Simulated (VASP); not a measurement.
A run of VASP 6.6.1 is set up as follows.

File INCAR:

```
  ALGO = Normal
  EDIFF = 1E-6
  ENCUT = 500
  GGA_COMPAT = F
  ISIF = 2
  ISMEAR = -1
  LASPH = T
  LCHARG = T
  LELF = T
  LREAL = F
  LVHAR = T
  LWAVE = F
  NBANDS = 16
  NELM = 120
  PREC = Accurate
  SIGMA = 0.02
```

The input KPOINTS:

```
k-points
0
Gamma
  8 8 8
```

File POSCAR:

```
InAs
1.0
    0.0000000000      3.0545916270      3.0545916270
    3.0545916270      0.0000000000      3.0545916270
    3.0545916270      3.0545916270      0.0000000000
In As
1 1
Direct
    0.0000000000      0.0000000000      0.0000000000
    0.2500000000      0.2500000000      0.2500000000
```

Potentials or basis: VASP PAW LDA potentials, release 64 (In_d, As).

Launch:

```console
$ cat potpaw_LDA.64/In_d/POTCAR potpaw_LDA.64/As/POTCAR > POTCAR
$ mpirun -np 1 vasp_std > vasp.out
```

**Question.** Estimate the band gap on the k mesh.

**Answer.** Zero (filled and empty bands touch).

**Question.** Estimate the pressure.

**Answer.** -2.1 GPa.

Caveat: semilocal functionals underestimate gaps, and a narrow one can read as zero; spin-orbit coupling is left out, which moves the levels of the heavy elements.
